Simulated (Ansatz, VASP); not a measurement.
# C in VASP and in Ansatz

INCAR

```
ALGO = Normal ; EDIFF = 1E-6
ENCUT = 520 ; GGA = PE
ISIF = 2 ; ISMEAR = -1
LASPH = T ; LCHARG = F
LREAL = F ; LWAVE = F
NBANDS = 11 ; NELM = 60
PREC = Accurate ; SIGMA = 0.02
```

Contents of KPOINTS:

```
k-points
0
Gamma
  12 12 12
```

Contents of POSCAR:

```
C
1.0
   -0.0516797269      1.7996493813      1.7996493813
    1.7996493813     -0.0516797269      1.7996493813
    1.7996493813      1.7996493813     -0.0516797269
C
2
Direct
   -0.0000596675     -0.0000596675     -0.0000596675
    0.2500596675      0.2500596675      0.2500596675
```

Input for Ansatz:

```yaml
crystal:
  lattice:
    - [-0.0516797269, 1.7996493813, 1.7996493813]
    - [1.7996493813, -0.0516797269, 1.7996493813]
    - [1.7996493813, 1.7996493813, -0.0516797269]
  atoms:
    - { symbol: C, position: [-5.96675e-05, -5.96675e-05, -5.96675e-05] }
    - { symbol: C, position: [0.2500596675, 0.2500596675, 0.2500596675] }
kpoints:
  mp_grid: { grid: [12, 12, 12] }
  band_path:
    path:
      - [0.0, 0.0, 0.0]
      - [0.5, 0.0, 0.5]
      - [0.625, 0.25, 0.625]
      - [0.375, 0.375, 0.75]
      - [0.5, 0.5, 0.5]
      - [0.5, 0.25, 0.75]
      - [0.005208, 0.380208, 0.380208]
    npoints: 1
hamiltonian:
  xc: pbe
scf:
  occupations: { method: fermi_dirac, width: 0.02 }
  n_extra_bands: 4
output:
  forces: true
  stress: true
  eigenvalues: true
```

Change from the starting cell: epitaxial_111 strain +4.0%.

Alike in both runs: task single point; functional PBE; k mesh 12 × 12 × 12; occupations fermi-dirac, width 0.02 eV; no spin polarisation.

|  | VASP | Ansatz |
| --- | --- | --- |
| version | VASP 6.6.1 | Ansatz 0.2.0 |
| potentials or method | VASP PAW PBE potentials, release 64 (C) | plane waves, PAW |
| plane-wave cutoff (eV) | 520 | 420 |
| valence electrons in the cell | 8 | 8 |

Ansatz gave:

- gap on the k mesh at the Fermi level (eV): 3.93
- pressure (GPa): -24.1
- traceless stress, the component that is largest in VASP (GPa): 13.89
- rms of the force components (eV/Å): 0.027

Q: Estimate VASP's values.

A: gap on the k mesh at the Fermi level (eV): 3.92; pressure (GPa): -23.7; traceless stress, the component that is largest in VASP (GPa): 13.98; rms of the force components (eV/Å): 0.034.

Atom by atom the forces differ by 0.007 eV/Å (rms over components).
